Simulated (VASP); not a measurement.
# CuO (P4/mmm) in VASP: settings compared, part 3 of 3

VASP 6.6.1.

## 6. Relaxation of the atoms, PBEsol

This run uses another cell than the first one, of 11.67 Å³/atom.

Contents of INCAR:

```
PREC = Accurate
ENCUT = 520
EDIFF = 1E-7
ISMEAR = -1
SIGMA = 0.05
LREAL = F
LASPH = T
NELM = 60
ALGO = Normal
ISIF = 2
LWAVE = F
LCHARG = F
GGA = PS
IBRION = 2
NSW = 60
EDIFFG = -0.01
```

Contents of KPOINTS:

```
regular mesh
0
Gamma
  6 6 6
```

Contents of POSCAR:

```
CuO
1.0
    4.1609370000      0.0000000000      0.0000000000
    0.0000000000      4.1609370000      0.0000000000
    0.0000000000      0.0000000000      4.0431487200
Cu O
3 3
Direct
    0.5000000000      0.0000000000      0.5000000000
    0.0000000000      0.5000000000      0.5000000000
    0.0000000000      0.0000000000      0.0000000000
    0.0000000000      0.0000000000      0.5000000000
    0.5000000000      0.0000000000      0.0000000000
    0.0000000000      0.5000000000      0.0000000000
```

Potentials or basis: VASP PAW PBE potentials, release 64 (Cu, O).

Started as:

```bash
cat potpaw_PBE.64/Cu/POTCAR potpaw_PBE.64/O/POTCAR > POTCAR
mpirun -np 1 vasp_std > vasp.out
```

OUTCAR:

```text
PREC = Accurate
   ENCUT = 520
   EDIFF = 1E-7
   ISMEAR = -1
   LREAL = F
   LASPH = T
   NELM = 60
   ISIF = 2
   GGA = PS
   IBRION = 2
   NSW = 60
   EDIFFG = -0.01

 ion  position               nearest neighbor table
   1  0.500  0.000  0.500-   5 2.02   5 2.02   4 2.08   4 2.08
   2  0.000  0.500  0.500-   6 2.02   6 2.02   4 2.08   4 2.08
   3  0.000  0.000  0.000-   4 2.02   4 2.02   6 2.08   5 2.08   6 2.08   5 2.08
   4  0.000  0.000  0.500-   3 2.02   3 2.02   1 2.08   2 2.08   2 2.08   1 2.08
   5  0.500  0.000  0.000-   1 2.02   1 2.02   3 2.08   3 2.08
   6  0.000  0.500  0.000-   2 2.02   2 2.02   3 2.08   3 2.08

  LATTYP: Found a simple tetragonal cell.
 ALAT       =     4.1609370000
 C/A-ratio  =     0.9716918857

  Lattice vectors:

 A1 = (   4.1609370000,   0.0000000000,   0.0000000000)
 A2 = (   0.0000000000,   4.1609370000,   0.0000000000)
 A3 = (   0.0000000000,   0.0000000000,   4.0431487200)

Analysis of symmetry for initial positions (statically):
=====================================================================
 Subroutine PRICEL returns:
[... 176 lines left out ...]
  free energy    TOTEN  =       -30.30964128 eV

  energy without entropy =      -30.26465885  energy(sigma->0) =      -30.28715007

 E-fermi :   3.4654     XC(G=0): -11.2492

 val. band max:        3.4646152917   @ k =   0.1667   0.1667   0.5000
 cond. band min:       3.4658708082   @ k =   0.3333   0.1667   0.1667
 fundamental gap:      0.0012555165
 Fermi energy:         3.4653971115

 k-point     1 :       0.0000    0.0000    0.0000
  band No.  band energies     occupation
      1     -15.7956      2.00000
      2     -13.8745      2.00000
      3     -13.3946      2.00000
      4      -2.1140      2.00000
      5      -1.9058      2.00000
      6      -1.9058      2.00000
[... 781 lines left out ...]
     29       8.7906      0.00000
     30      11.2674      0.00000

 [... further k-points ...]
[... 5 lines left out ...]
  --------------------------------------------------------------------------------------
  -------------------------------------------------------------------------------------
  Total       -3.4472378     -3.4472378     -8.3975009      0.0000000      0.0000000      0.0000000
  in kB      -78.9005141    -78.9005141   -192.2023275      0.0000000      0.0000000      0.0000000
  external PRESSURE =    -116.6677853 kB  Pullay stress =       0.0000000 kB

 VOLUME and BASIS-vectors are now :
 -----------------------------------------------------------------------------
  energy-cutoff  :      520.00
  volume of cell :       70.00
      direct lattice vectors                 reciprocal lattice vectors
     4.160937000  0.000000000  0.000000000     0.240330483  0.000000000  0.000000000
     0.000000000  4.160937000  0.000000000     0.000000000  0.240330483  0.000000000
     0.000000000  0.000000000  4.043148720     0.000000000  0.000000000  0.247331985

 POSITION                                       TOTAL-FORCE (eV/Angst)
 -----------------------------------------------------------------------------------
      2.08047      0.00000      2.02157         0.000000      0.000000      0.000000
      0.00000      2.08047      2.02157         0.000000      0.000000      0.000000
      0.00000      0.00000      0.00000         0.000000      0.000000      0.000000
      0.00000      0.00000      2.02157         0.000000      0.000000      0.000000
      2.08047      0.00000      0.00000         0.000000      0.000000      0.000000
      0.00000      2.08047      0.00000         0.000000      0.000000      0.000000
 -----------------------------------------------------------------------------------
    total drift:                                0.000000      0.000000     -0.000000

  FREE ENERGIE OF THE ION-ELECTRON SYSTEM (eV)
  ---------------------------------------------------
  free  energy   TOTEN  =       -30.3096412843 eV

  energy  without entropy=      -30.2646588515  energy(sigma->0) =      -30.28715007

 reached required accuracy - stopping structural energy minimisation
```

OSZICAR:

```text
N       E                     dE             d eps       ncg     rms          rms(c)
DAV:   1     0.533210715079E+03    0.53321E+03   -0.24073E+04  2432   0.253E+03
DAV:   2     0.604897011080E+02   -0.47272E+03   -0.45648E+03  2442   0.501E+02
DAV:   3    -0.336880875717E+02   -0.94178E+02   -0.89527E+02  3570   0.239E+02
DAV:   4    -0.400322034828E+02   -0.63441E+01   -0.62297E+01  3694   0.660E+01
[... 11 lines left out ...]
DAV:  16    -0.303096446471E+02    0.21538E-04   -0.78893E-05  3698   0.118E-01    0.202E-02
DAV:  17    -0.303096423487E+02    0.22985E-05   -0.33081E-05  3826   0.623E-02    0.918E-03
DAV:  18    -0.303096416373E+02    0.71139E-06   -0.57258E-06  3568   0.323E-02    0.509E-03
DAV:  19    -0.303096412862E+02    0.35108E-06   -0.78186E-07  3316   0.972E-03    0.161E-03
DAV:  20    -0.303096412843E+02    0.19054E-08   -0.37963E-07  2312   0.524E-03
   1 F= -.30309641E+02 E0= -.30287150E+02  d E =-.303096E+02
```

It took 78 s on 1 thread of Intel Xeon Platinum 8488C (Sapphire Rapids), shared host; peak memory 0.21 GiB.

Results:

| Item | Value |
| --- | --- |
| Free energy | -30.3096 eV |
| Pressure after relaxing | -11.7 GPa |
| Band gap on the k mesh | zero (an odd number of electrons rules out a gap without spin polarisation) |

Final structure:
```yaml
crystal:
  lattice:
    - [4.16094, 0.00000, 0.00000]
    - [0.00000, 4.16094, 0.00000]
    - [0.00000, 0.00000, 4.04315]
  atoms:
    - { symbol: Cu, position: [0.50000, 0.00000, 0.50000] }
    - { symbol: Cu, position: [0.00000, 0.50000, 0.50000] }
    - { symbol: Cu, position: [0.00000, 0.00000, 0.00000] }
    - { symbol: O, position: [0.00000, 0.00000, 0.50000] }
    - { symbol: O, position: [0.50000, 0.00000, 0.00000] }
    - { symbol: O, position: [0.00000, 0.50000, 0.00000] }
```

Levels at points of the mesh, in eV from the Fermi level:
```
           k point  band 22  band 23  band 24  band 25  band 26  band 27  band 28  band 29  band 30
(0.00, 0.00, 0.00)    -1.59    -1.42    -1.37    -1.33    -1.15    -1.15     1.03     5.82     7.18
(0.50, 0.00, 0.00)    -1.52    -1.45    -1.39    -0.74    -0.70    -0.60     3.55     3.91     8.27
(0.50, 0.50, 0.00)    -1.29    -1.19    -0.45    -0.41    -0.41     1.16     3.43     6.11     6.11
(0.00, 0.00, 0.50)    -1.17    -1.07    -0.73    -0.18    -0.18     0.01     4.59     6.39     7.71
(0.50, 0.00, 0.50)    -1.04    -0.75    -0.47    -0.05     1.08     1.22     4.49     6.05     7.61
(0.50, 0.50, 0.50)    -0.36     0.22     1.04     1.26     1.26     1.34     1.91     6.81     8.12
```

Caveat: the relaxation stopped at its first step, so nothing moved; the PAW data sets were made with another functional, which shifts forces and pressure a little; an odd number of electrons without spin polarisation forces a metal; a magnetic or distorted state may lie lower; semilocal functionals often make such compounds metallic where correlation or magnetic order opens a gap, which also shifts bond lengths. With open d or f shells a metallic result of PBEsol can be an artefact of self-interaction; +U or a hybrid may open a gap.

## 7. Overview

```tsv
task	level	cell	k mesh	cutoff (eV)	gap on the mesh (eV)	pressure (GPa)	relaxed volume (Å³/atom)
relaxation of cell and atoms	PBE	relaxed from a = 4.161, b = 4.161, c = 3.888 Å, 6 atoms	7 × 7 × 7	600	none	0.1	11.47
relaxation of cell and atoms	PBE+D3(BJ)	relaxed from a = 4.161, b = 4.161, c = 3.888 Å, 6 atoms	7 × 7 × 7	600	none	0.1	11.05
relaxation of cell and atoms	PBE+D4	relaxed from a = 4.161, b = 4.161, c = 3.888 Å, 6 atoms	7 × 7 × 7	600	none	-0.1	11.10
relaxation of the atoms	PBEsol	atoms relaxed from a = 4.161, b = 4.161, c = 3.849 Å, 6 atoms	6 × 6 × 6	520	none	-2.7	-
relaxation of the atoms	PBEsol	atoms relaxed from a = 4.161, b = 4.161, c = 4.043 Å, 6 atoms	6 × 6 × 6	520	none	-11.7	-
```

Alike in all rows: potentials or basis VASP PAW PBE potentials, release 64 (Cu, O); no spin polarisation; smearing fermi-dirac 0.05 eV.

Caveats: an odd number of electrons without spin polarisation forces a metal; a magnetic or distorted state may lie lower; semilocal functionals often make such compounds metallic where correlation or magnetic order opens a gap, which also shifts bond lengths; the relaxation stopped at its first step, so nothing moved (at least some runs); the PAW data sets were made with another functional, which shifts forces and pressure a little (at least some runs).

Total energies depend on the potentials used, so only differences within one code and one set of settings carry meaning.
